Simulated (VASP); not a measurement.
# LaHg2 (P6/mmm) in VASP: notebook

LaHg2 is run at these levels: LDA; tasks: electric field gradients.

Everything below comes from runs of VASP 6.6.1. Logs are shortened: lines on timing, memory, paths and dates and some standing lists are left out, and cuts for length are marked.

## 1. The cell of the first run

It takes space group P6/mmm (No. 191, hexagonal). The conventional cell has a = 4.891 Å, b = 4.891 Å, c = 3.591 Å, α = 90.00°, β = 90.00°, γ = 120.00°. La (site symmetry 6/mmm) has 12 Hg at 3.35 Å and 2 La at 3.59 Å within 4.4 Å. Within 3.7 Å of Hg (site symmetry -6m2) lie 5 Hg at 2.82 to 3.59 Å and 6 La at 3.35 Å.

## 2. Electric field gradients, LDA (volume scaled by 0.96)

INCAR reads:

```
ALGO = Normal
EDIFF = 1E-8
ENCUT = 520
ISIF = 2
ISMEAR = -1
LASPH = True
LCHARG = False
LEFG = True
LREAL = False
LWAVE = False
NBANDS = 24
NELM = 60
PREC = Accurate
SIGMA = 0.08
```

KPOINTS reads:

```
k-points
0
Gamma
  8 8 9
```

POSCAR reads:

```
LaHg2
1.0
    4.8909900976      0.0000000000      0.0000000000
   -2.4454950489      4.2357216743      0.0000000000
    0.0000000000      0.0000000000      3.5908047802
La Hg
1 2
Direct
    0.0000000000      0.0000000000      0.0000000000
    0.3333333333      0.6666666667      0.5000000000
    0.6666666667      0.3333333333      0.5000000000
```

Potentials or basis: VASP PAW LDA potentials, release 64 (La, Hg).

On the command line:

```
$ cat potpaw_LDA.64/La/POTCAR potpaw_LDA.64/Hg/POTCAR > POTCAR
$ mpirun -np 1 vasp_std > vasp.out
```

OUTCAR:

```text
EDIFF = 1E-8
   ENCUT = 520
   ISIF = 2
   ISMEAR = -1
   LASPH = True
   LREAL = False
   NELM = 60
   PREC = Accurate

 ion  position               nearest neighbor table
   1  0.000  0.000  0.000-   2 3.35   3 3.35   2 3.35   3 3.35   3 3.35   3 3.35   2 3.35   2 3.35
                             3 3.35   3 3.35   2 3.35   2 3.35
   2  0.333  0.667  0.500-   3 2.82   3 2.82   3 2.82   1 3.35   1 3.35   1 3.35   1 3.35   1 3.35
                             1 3.35
   3  0.667  0.333  0.500-   2 2.82   2 2.82   2 2.82   1 3.35   1 3.35   1 3.35   1 3.35   1 3.35
                             1 3.35

  LATTYP: Found a hexagonal cell.
 ALAT       =     4.8909900976
 C/A-ratio  =     0.7341672562

  Lattice vectors:

 A1 = (   4.8909900976,   0.0000000000,   0.0000000000)
 A2 = (  -2.4454950489,   4.2357216743,   0.0000000000)
 A3 = (   0.0000000000,   0.0000000000,   3.5908047802)

Analysis of symmetry for initial positions (statically):
=====================================================================
 Subroutine PRICEL returns:
 Original cell was already a primitive cell.

 Routine SETGRP: Setting up the symmetry group for a
 hexagonal supercell.

 Subroutine GETGRP returns: Found 24 space group operations
 (whereof 24 operations were pure point group operations)
 out of a pool of 24 trial point group operations.

The static configuration has the point symmetry D_6h.

Analysis of symmetry for dynamics (positions and initial velocities):
=====================================================================
 Subroutine PRICEL returns:
 Original cell was already a primitive cell.

 Routine SETGRP: Setting up the symmetry group for a
 hexagonal supercell.

 Subroutine GETGRP returns: Found 24 space group operations
 (whereof 24 operations were pure point group operations)
 out of a pool of 24 trial point group operations.

The dynamic configuration has the point symmetry D_6h.

 Subroutine INISYM returns: Found 24 space group operations
 (whereof 24 operations are pure point group operations),
 and found     1 'primitive' translations

----------------------------------------------------------------------------------------

                                     Primitive cell

  volume of cell :      74.3902

  direct lattice vectors                    reciprocal lattice vectors
     4.890990098  0.000000000  0.000000000     0.204457580  0.118043639  0.000000000
    -2.445495049  4.235721674  0.000000000     0.000000000  0.236087278  0.000000000
     0.000000000  0.000000000  3.590804780     0.000000000  0.000000000  0.278489102

  length of vectors
     4.890990098  4.890990098  3.590804780     0.236087278  0.236087278  0.278489102

  position of ions in fractional coordinates (direct lattice)
     0.000000000  0.000000000  0.000000000
     0.333333333  0.666666667  0.500000000
     0.666666667  0.333333333  0.500000000

  ion indices of the primitive-cell ions
   primitive index   ion index
                 1           1
                 2           2
                 3           3

----------------------------------------------------------------------------------------

 KPOINTS: k-points

Automatic generation of k-mesh.
 Grid dimensions read from file:
 generate k-points for:    8    8    9

 Generating k-lattice:

  Cartesian coordinates                     Fractional coordinates (reciprocal lattice)
     0.025557198  0.014755455  0.000000000     0.125000000  0.000000000  0.000000000
     0.000000000  0.029510910  0.000000000     0.000000000  0.125000000  0.000000000
     0.000000000  0.000000000  0.030943234     0.000000000  0.000000000  0.111111111

  Length of vectors
     0.029510910  0.029510910  0.030943234

  Shift w.r.t. Gamma in fractional coordinates (k-lattice)
     0.000000000  0.000000000  0.000000000

 Subroutine IBZKPT returns following result:
 ===========================================

 Found     50 irreducible k-points:

 Following reciprocal coordinates:
            Coordinates               Weight
  0.000000  0.000000  0.000000      1.000000
  0.125000  0.000000  0.000000      6.000000
  0.250000  0.000000  0.000000      6.000000
  0.375000 -0.000000  0.000000      6.000000
  0.500000  0.000000  0.000000      3.000000
  0.125000  0.125000  0.000000      6.000000
[... 16 lines left out ...]
  0.250000  0.000000  0.222222     12.000000
  0.375000 -0.000000  0.222222     12.000000
 [... further k-points ...]
   k-points           NKPTS =     50   k-points in BZ     NKDIM =     50   number of bands    NBANDS=     24
   number of dos      NEDOS =    301   number of ions     NIONS =      3
   total plane-waves  NPLWV =  36288
   dimension x,y,z NGX =    36 NGY =   36 NGZ =   28
   dimension x,y,z NGXF=    72 NGYF=   72 NGZF=   56
   ions per type =               1   2
   NGX,Y,Z   is equivalent  to a cutoff of  12.24, 12.24, 12.96 a.u.
   NGXF,Y,Z  is equivalent  to a cutoff of  24.47, 24.47, 25.93 a.u.
 SYSTEM =  unknown system
   PREC   = accura    normal or accurate (medium, high low for compatibility)
   ISTART =      0    job   : 0-new  1-cont  2-samecut
   ICHARG =      2    charge: 1-file 2-atom 10-const
   ISPIN  =      1    spin polarized calculation?
   LNONCOLLINEAR =      F non collinear calculations
   LSORBIT =      F    spin-orbit coupling
   LASPH  =      T    aspherical Exc in radial PAW
   ENCUT  =  520.0 eV  38.22 Ry    6.18 a.u.   9.09  9.09  6.68*2*pi/ulx,y,z
   NELM   =     60;   NELMIN=  2; NELMDL= -5     # of ELM steps
   EDIFF  = 0.1E-07   stopping-criterion for ELM
   LREAL  =      F    real-space projection
   EDIFFG = 0.1E-06   stopping-criterion for IOM
   NSW    =      0    number of steps for IOM
   IBRION =     -1    ionic relax: 0-MD 1-quasi-New 2-CG
   NFREE  =      0    steps in history (QN), initial steepest desc. (CG)
   ISIF   =      2    stress and relaxation
   ISYM   =      2    0-nonsym 1-usesym 2-fastsym
   POTIM  = 0.5000    time-step for ionic-motion
   TEBEG  =    0.0;   TEEND  =   0.0 temperature during run
   PSTRESS=    0.0 pullay stress
   NELECT =      35.0000    total number of electrons
   NUPDOWN=      -1.0000    fix difference up-down
   EMIN   =  10.00;   EMAX   =-10.00  energy-range for DOS
   EFERMI =   0.00;   METHOD = LEGACY
   ISMEAR =    -1;   SIGMA  =   0.08  broadening in eV -4-tet -1-fermi 0-gaus
   EFERMI_NEDOS =   21; number of points for ismear=-14 and -15
   IALGO  =     38    algorithm
   IMIX   =      4    mixing-type and parameters
     AMIX     =   0.40;   BMIX     =  1.00
     AMIX_MAG =   1.60;   BMIX_MAG =  1.00
  volume/ion in A,a.u.               =      24.80       167.34
  Fermi-wavevector in a.u.,A,eV,Ry     =   1.273285  2.406159 22.058498  1.621254
  Thomas-Fermi vector in A             =   2.406117
   LORBIT       =      0    0 simple, 1 ext, 2 COOP (PROOUT), +10 PAW based schemes
   GGA     = CA    functional components
   LHFCALC =     F    Hartree Fock is set to
   AEXX    =    0.0000 exact exchange contribution
   IVDW    =     0    specifies the selected vdW correction
   LEPSILON=     F    determine dielectric tensor
   LRPA    =     F    only Hartree local field effects (RPA)
 non-spin polarized calculation
  energy-cutoff  :      520.00
  volume of cell :       74.39
 maximum number of plane-waves:      2020
   NGX = 19   NGY = 19   NGZ = 13

 number of electron      34.9999996 magnetization

 Free energy of the ion-electron system (eV)
  ---------------------------------------------------
  ext. energy  EPLUGINS =         0.00000000
  ---------------------------------------------------
  free energy    TOTEN  =        -9.37187560 eV

  energy without entropy =       -9.31972364  energy(sigma->0) =       -9.34579962

 E-fermi :   6.1803     XC(G=0): -11.1525

 val. band max:        6.1467568918   @ k =   0.1250   0.1250   0.3333
 cond. band min:       6.1854479147   @ k =   0.0000   0.0000   0.2222
 fundamental gap:      0.0386910229
 Fermi energy:         6.1803425760

 k-point     1 :       0.0000    0.0000    0.0000
  band No.  band energies     occupation
      1     -26.6598      2.00000
      2     -10.4570      2.00000
      3     -10.4570      2.00000
      4      -9.9411      2.00000
      5      -2.6669      2.00000
      6      -1.7837      2.00000
[... 16 lines left out ...]
     23       7.9712      0.00000
     24       8.0162      0.00000

 k-point     2 :       0.1250    0.0000    0.0000
  band No.  band energies     occupation
      1     -26.6587      2.00000
      2     -10.4835      2.00000
      3     -10.4588      2.00000
      4      -9.9422      2.00000
      5      -2.5289      2.00000
      6      -1.7676      2.00000
[... 16 lines left out ...]
     23       7.9746      0.00000
     24       8.0025      0.00000

 k-point     3 :       0.2500    0.0000    0.0000
  band No.  band energies     occupation
      1     -26.6563      2.00000
      2     -10.5444      2.00000
      3     -10.4630      2.00000
      4      -9.9449      2.00000
      5      -2.2796      2.00000
      6      -2.0013      2.00000
[... 16 lines left out ...]
     23       7.9759      0.00000
     24       8.0069      0.00000

 k-point     4 :       0.3750   -0.0000    0.0000
  band No.  band energies     occupation
      1     -26.6538      2.00000
      2     -10.6011      2.00000
      3     -10.4673      2.00000
      4      -9.9477      2.00000
      5      -2.3275      2.00000
      6      -2.0725      2.00000
[... 16 lines left out ...]
     23       8.0015      0.00000
     24       8.0298      0.00000

 k-point     5 :       0.5000    0.0000    0.0000
  band No.  band energies     occupation
      1     -26.6528      2.00000
      2     -10.6235      2.00000
      3     -10.4690      2.00000
      4      -9.9489      2.00000
      5      -2.4066      2.00000
      6      -2.1159      2.00000
[... 451 lines left out ...]
 k-point    22 :       0.1250    0.0000    0.2222
  band No.  band energies     occupation
      1     -26.6128      2.00000
      2     -10.4711      2.00000
      3     -10.4090      2.00000
      4     -10.3956      2.00000
      5      -2.3376      2.00000
      6      -1.8071      2.00000
[... 16 lines left out ...]
     23       7.9659      0.00000
     24       8.0221      0.00000

 k-point    23 :       0.2500    0.0000    0.2222
  band No.  band energies     occupation
      1     -26.6108      2.00000
      2     -10.4812      2.00000
      3     -10.4375      2.00000
      4     -10.4043      2.00000
      5      -2.3169      2.00000
      6      -1.9825      2.00000
[... 16 lines left out ...]
     23       7.9393      0.00000
     24       7.9648      0.00000

 k-point    24 :       0.3750   -0.0000    0.2222
  band No.  band energies     occupation
      1     -26.6089      2.00000
      2     -10.5136      2.00000
      3     -10.4421      2.00000
      4     -10.4130      2.00000
      5      -2.3243      2.00000
      6      -2.0996      2.00000
[... 16 lines left out ...]
     23       7.9130      0.00000
     24       7.9541      0.00000

 [... further k-points ...]
[... 5 lines left out ...]
  --------------------------------------------------------------------------------------
  -------------------------------------------------------------------------------------
  Total        0.5802774      0.5802774     -0.7363815     -0.0000000      0.0000000      0.0000000
  in kB       12.4977047     12.4977047    -15.8597920     -0.0000000      0.0000000      0.0000000
  external PRESSURE =       3.0452058 kB  Pullay stress =       0.0000000 kB

 VOLUME and BASIS-vectors are now :
 -----------------------------------------------------------------------------
  energy-cutoff  :      520.00
  volume of cell :       74.39
      direct lattice vectors                 reciprocal lattice vectors
     4.890990098  0.000000000  0.000000000     0.204457580  0.118043639  0.000000000
    -2.445495049  4.235721674  0.000000000     0.000000000  0.236087278  0.000000000
     0.000000000  0.000000000  3.590804780     0.000000000  0.000000000  0.278489102

 POSITION                                       TOTAL-FORCE (eV/Angst)
 -----------------------------------------------------------------------------------
      0.00000      0.00000      0.00000        -0.000000      0.000000      0.000000
     -0.00000      2.82381      1.79540        -0.000000      0.000000     -0.000000
      2.44550      1.41191      1.79540         0.000000     -0.000000      0.000000
 -----------------------------------------------------------------------------------
    total drift:                                0.000000     -0.000000     -0.000000

  FREE ENERGIE OF THE ION-ELECTRON SYSTEM (eV)
  ---------------------------------------------------
  free  energy   TOTEN  =        -9.3718756020 eV

  energy  without entropy=       -9.3197236351  energy(sigma->0) =       -9.34579962

 Electric field gradients (V/A^2)
---------------------------------------------------------------------
 ion       V_xx      V_yy      V_zz      V_xy      V_xz      V_yz
---------------------------------------------------------------------
   1     -45.308   -45.308    90.617     0.000    -0.000    -0.000
   2    -166.878  -166.878   333.755     0.000     0.000     0.000
   3    -166.878  -166.878   333.755     0.000     0.000     0.000
---------------------------------------------------------------------

 Electric field gradients after diagonalization (V/A^2)
 (convention: |V_zz| > |V_xx| > |V_yy|)
----------------------------------------------------------------------
 ion       V_xx      V_yy      V_zz     asymmetry (V_yy - V_xx)/ V_zz
----------------------------------------------------------------------
   1     -45.309   -45.308    90.617       0.000
   2    -166.878  -166.877   333.755       0.000
   3    -166.878  -166.877   333.755       0.000
----------------------------------------------------------------------

           NMR quadrupolar parameters

 Cq : quadrupolar parameter    Cq=e*Q*V_zz/h
 eta: asymmetry parameters     (V_yy - V_xx)/ V_zz
 Q  : nuclear electric quadrupole moment in mb (millibarn)
----------------------------------------------------------------------
 ion       Cq(MHz)       eta       Q (mb)
----------------------------------------------------------------------
   1       0.219       0.000       1.000
   2       0.807       0.000       1.000
   3       0.807       0.000       1.000
----------------------------------------------------------------------
```

It took 73 s on 1 thread of Intel Xeon Platinum 8488C (Sapphire Rapids), shared host; peak memory 0.23 GiB.

What came out:

| Item | Value |
| --- | --- |
| Free energy | -9.3719 eV |
| Pressure | 0.3 GPa |

Stress tensor (GPa, compression positive):
```
 1.25  0.00  0.00
 0.00  1.25  0.00
 0.00  0.00 -1.59
```

Levels at points of the mesh, in eV from the Fermi level:
```tsv
k point	band 13	band 14	band 15	band 16	band 17	band 18	band 19	band 20	band 21	band 22
(0.00, 0.00, 0.00)	-7.29	-6.91	-6.91	-1.11	-1.11	-0.36	-0.22	1.49	1.49	1.65
(0.50, 0.00, 0.00)	-6.76	-6.67	-5.48	-5.14	-0.41	-0.09	1.49	1.55	1.69	1.70
```

Electric field gradients, principal values (V/Å²):
```
atom     least    middle  greatest (by size)
1 La   -45.308   -45.309              90.617
2 Hg  -166.877  -166.878             333.755
3 Hg  -166.877  -166.878             333.755
```

Caveat: without QUAD_EFG the Cq values of the log hold for a quadrupole moment of 1 mb, not for the nuclei; spin-orbit coupling is left out, which moves the levels of the heavy elements.

(Part 1 of 2 ends here.)
